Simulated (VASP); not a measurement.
# Sn (I4_1/amd) in VASP: further runs, part 2 of 2

VASP 6.6.1. Earlier steps stand in the parts before.

## Step 3: Single point, LDA

This run uses another cell than the first one, of 26.09 Å³/atom, 1.021 times its volume.

INCAR reads:

```
SYSTEM = Sn
PREC     = Accurate       ! precision mode
ENCUT    = 520            ! plane-wave cutoff, eV
EDIFF    = 1E-7           ! SCF threshold, eV
ISMEAR   = -1             ! smearing method
SIGMA    = 0.1            ! smearing width, eV
LREAL    = .False.        ! projectors in reciprocal space
LASPH    = .True.         ! aspherical terms in the spheres
NELM     = 100            ! most SCF steps
ALGO     = Normal         ! electronic algorithm
ISIF     = 2              ! what is computed and relaxed
LWAVE    = .False.        ! write WAVECAR
LCHARG   = .True.         ! write CHGCAR
GGA      = CA             ! functional
LELF     = .True.         ! ELF
LVHAR    = .True.       
NBANDS   = 21             ! bands
```

KPOINTS reads:

```
regular mesh
0
Gamma
  10 10 10
  0 0 0
```

POSCAR reads:

```
Sn
1.0
   -2.8801845142      2.8801845142      1.5722595216
    2.8801845142     -2.8801845142      1.5722595216
    2.8801845142      2.8801845142     -1.5722595216
Sn
2
Direct
    0.0000000000      0.0000000000      0.0000000000
    0.7500000000      0.2500000000      0.5000000000
```

Potentials or basis: VASP PAW LDA potentials, release 64 (Sn_d).

Started as:

```bash
cat potpaw_LDA.64/Sn_d/POTCAR > POTCAR
mpirun -np 1 vasp_std > vasp.out
```

OUTCAR:

```text
SYSTEM = Sn
   PREC = Accurate
   ENCUT = 520
   EDIFF = 1E-7
   ISMEAR = -1
   LREAL = .False.
   LASPH = .True.
   NELM = 100
   ISIF = 2
   GGA = CA

 ion  position               nearest neighbor table
   1  0.000  0.000  0.000-   2 2.99   2 2.99   2 2.99   2 2.99   2 3.72   2 3.72   2 3.72   2 3.72

   2  0.750  0.250  0.500-   1 2.99   1 2.99   1 2.99   1 2.99   1 3.72   1 3.72   1 3.72   1 3.72

  LATTYP: Found a body centered tetragonal cell.
 ALAT       =     5.7603690284
 C/A-ratio  =     0.5458884713

  Lattice vectors:

 A1 = (  -2.8801845142,   2.8801845142,   1.5722595216)
 A2 = (   2.8801845142,  -2.8801845142,   1.5722595216)
 A3 = (   2.8801845142,   2.8801845142,  -1.5722595216)

Analysis of symmetry for initial positions (statically):
=====================================================================
 Subroutine PRICEL returns:
 Original cell was already a primitive cell.

 Routine SETGRP: Setting up the symmetry group for a
 body centered tetragonal supercell.
[... 154 lines left out ...]
  volume of cell :       52.17
 maximum number of plane-waves:      1422
   NGX = 17   NGY = 17   NGZ = 17

 number of electron      28.0000019 magnetization

 Free energy of the ion-electron system (eV)
  ---------------------------------------------------
  ext. energy  EPLUGINS =         0.00000000
  ---------------------------------------------------
  free energy    TOTEN  =        -8.99189207 eV

  energy without entropy =       -8.96256577  energy(sigma->0) =       -8.97722892

 E-fermi :   8.2263     XC(G=0): -10.7337

 val. band max:        8.2238862881   @ k =   0.2000   0.1000   0.0000
 cond. band min:       8.2297463479   @ k =  -0.2000  -0.2000   0.1000
 fundamental gap:      0.0058600598
 Fermi energy:         8.2263145051

 k-point     1 :       0.0000    0.0000    0.0000
  band No.  band energies     occupation
      1     -13.4166      2.00000
      2     -13.3144      2.00000
      3     -13.2745      2.00000
      4     -13.2544      2.00000
      5     -13.0842      2.00000
      6     -13.0842      2.00000
[... 565 lines left out ...]
     20      17.5910      0.00000
     21      18.3641      0.00000

 [... further k-points ...]
[... 5 lines left out ...]
  --------------------------------------------------------------------------------------
  -------------------------------------------------------------------------------------
  Total        0.1976864      0.1976864     -0.1440535      0.0000000      0.0000000      0.0000000
  in kB        6.0710311      6.0710311     -4.4239440      0.0000000      0.0000000      0.0000000
  external PRESSURE =       2.5727060 kB  Pullay stress =       0.0000000 kB

 VOLUME and BASIS-vectors are now :
 -----------------------------------------------------------------------------
  energy-cutoff  :      520.00
  volume of cell :       52.17
      direct lattice vectors                 reciprocal lattice vectors
    -2.880184514  2.880184514  1.572259522     0.000000000  0.173599989  0.318013657
     2.880184514 -2.880184514  1.572259522     0.173599989  0.000000000  0.318013657
     2.880184514  2.880184514 -1.572259522     0.173599989  0.173599989  0.000000000

 POSITION                                       TOTAL-FORCE (eV/Angst)
 -----------------------------------------------------------------------------------
      0.00000      0.00000      0.00000         0.000000      0.000000     -0.000000
     -0.00000      2.88018      0.78613        -0.000000     -0.000000      0.000000
 -----------------------------------------------------------------------------------
    total drift:                                0.000000     -0.000000      0.000000

  FREE ENERGIE OF THE ION-ELECTRON SYSTEM (eV)
  ---------------------------------------------------
  free  energy   TOTEN  =        -8.9918920743 eV

  energy  without entropy=       -8.9625657684  energy(sigma->0) =       -8.97722892
```

OSZICAR:

```text
N       E                     dE             d eps       ncg     rms          rms(c)
DAV:   1     0.221716165808E+03    0.22172E+03   -0.14392E+04  4355   0.211E+03
DAV:   2     0.141070639276E+02   -0.20761E+03   -0.20349E+03  4309   0.456E+02
DAV:   3    -0.829972326977E+01   -0.22407E+02   -0.22225E+02  4999   0.135E+02
DAV:   4    -0.900803799191E+01   -0.70831E+00   -0.70780E+00  4858   0.266E+01
DAV:   5    -0.903651633621E+01   -0.28478E-01   -0.28478E-01  6043   0.504E+00    0.263E+00
DAV:   6    -0.900493537179E+01    0.31581E-01   -0.35163E-02  5806   0.264E+00    0.144E+00
DAV:   7    -0.899242909899E+01    0.12506E-01   -0.19193E-02  5850   0.191E+00    0.156E-01
DAV:   8    -0.899188707475E+01    0.54202E-03   -0.21772E-03  5513   0.657E-01    0.305E-02
DAV:   9    -0.899189172517E+01   -0.46504E-05   -0.58714E-05  5706   0.695E-02    0.116E-02
DAV:  10    -0.899189207804E+01   -0.35287E-06   -0.39567E-06  5796   0.211E-02    0.166E-03
DAV:  11    -0.899189207428E+01    0.37544E-08   -0.33761E-07  4703   0.720E-03
   1 F= -.89918921E+01 E0= -.89772289E+01  d E =-.293263E-01
```

stdout:

```text
POSCAR found type information on POSCAR Sn
 POSCAR found :  1 types and       2 ions
 scaLAPACK will be used
 LDA part: xc-table for (Slater(with rela. corr.)+CA(PZ))
 , standard interpolation
 POSCAR, INCAR and KPOINTS ok, starting setup
 FFT: planning ... GRIDC
 FFT: planning ... GRID_SOFT
 FFT: planning ... GRID
 WAVECAR not read
 entering main loop
```

It took 50 s on 1 thread of Intel Xeon Platinum 8259CL at 2.50GHz (Skylake/Cascade Lake), shared host; peak memory 0.21 GiB.

Results:

```
Free energy            : -8.9919 eV
Pressure               : 0.3 GPa
Band gap on the k mesh : zero (band 14 reaches 9.70 eV, above the bottom of band 15 at 5.66 eV)
```

Stress tensor (GPa, compression positive):
```
 0.61  0.00  0.00
 0.00  0.61  0.00
 0.00  0.00 -0.44
```

Caveat: spin-orbit coupling is left out, which moves the levels of the heavy elements.

## Step 4: Single point, LDA

This run uses another cell than the first one, of 26.63 Å³/atom, 1.043 times its volume.

INCAR reads:

```
SYSTEM = Sn
PREC = Accurate
ENCUT = 520
EDIFF = 1E-6
ISMEAR = -1
SIGMA = 0.1
LREAL = .False.
LASPH = .True.
NELM = 100
ALGO = Normal
ISIF = 2
LWAVE = .False.
LCHARG = .False.
GGA = CA
NBANDS = 21
```

KPOINTS is that of step 3.

POSCAR reads:

```
Sn
1.0
   -2.9000484834      2.9000484834      1.5831030334
    2.9000484834     -2.9000484834      1.5831030334
    2.9000484834      2.9000484834     -1.5831030334
Sn
2
Direct
    0.0000000000      0.0000000000      0.0000000000
    0.7500000000      0.2500000000      0.5000000000
```

Started as:

```bash
cat potpaw_LDA.64/Sn_d/POTCAR > POTCAR
mpirun -np 1 vasp_std > vasp.out
```

Wall time 69 s (1 thread of Intel Xeon Platinum 8259CL at 2.50GHz (Skylake/Cascade Lake), shared host); peak memory 0.23 GiB.

Results (log left out):

```yaml
Free_energy: -8.9901 eV
Pressure: -0.9 GPa
Band_gap_on_the_k_mesh: zero (band 14 reaches 9.41 eV, above the bottom of band 15 at 5.47 eV)
```

Stress tensor (GPa, compression positive):
```
-0.59  0.00  0.00
 0.00 -0.59  0.00
 0.00  0.00 -1.57
```

Levels at points of the mesh, in eV from the Fermi level:
```
           k point  band 11  band 12  band 13  band 14  band 15  band 16  band 17  band 18
(0.00, 0.00, 0.00)   -11.32    -3.68    -2.04    -2.04     3.03     6.25     6.25     6.84
(0.50, 0.00, 0.00)    -7.05    -5.51    -2.37    -1.76    -1.20     2.27     2.84     4.73
(0.50, 0.50, 0.00)    -9.04    -9.04     0.58     0.58     1.59     1.59     5.99     5.99
(0.50, 0.50, 0.50)    -7.66    -7.66    -4.91    -4.91     5.02     5.02     9.46     9.46
```

Caveat: spin-orbit coupling is left out, which moves the levels of the heavy elements.

## Step 5: The runs side by side

```csv
cell,gap on the mesh (eV),pressure (GPa)
"a = 4.336 Å, angles 97.5, 97.5, 137.8°, 2 atoms",none,1.6
"a = 4.366 Å, angles 97.5, 97.5, 137.8°, 2 atoms",none,0.3
"a = 4.396 Å, angles 97.5, 97.5, 137.8°, 2 atoms",none,-0.9
```

Alike in all rows: task single point; level LDA; potentials or basis VASP PAW LDA potentials, release 64 (Sn_d); no spin polarisation; k mesh 10 × 10 × 10; cutoff (eV) 520; smearing fermi-dirac 0.1 eV.

Caveats: spin-orbit coupling is left out, which moves the levels of the heavy elements.

Absolute energies hang on the potentials; compare differences alone.
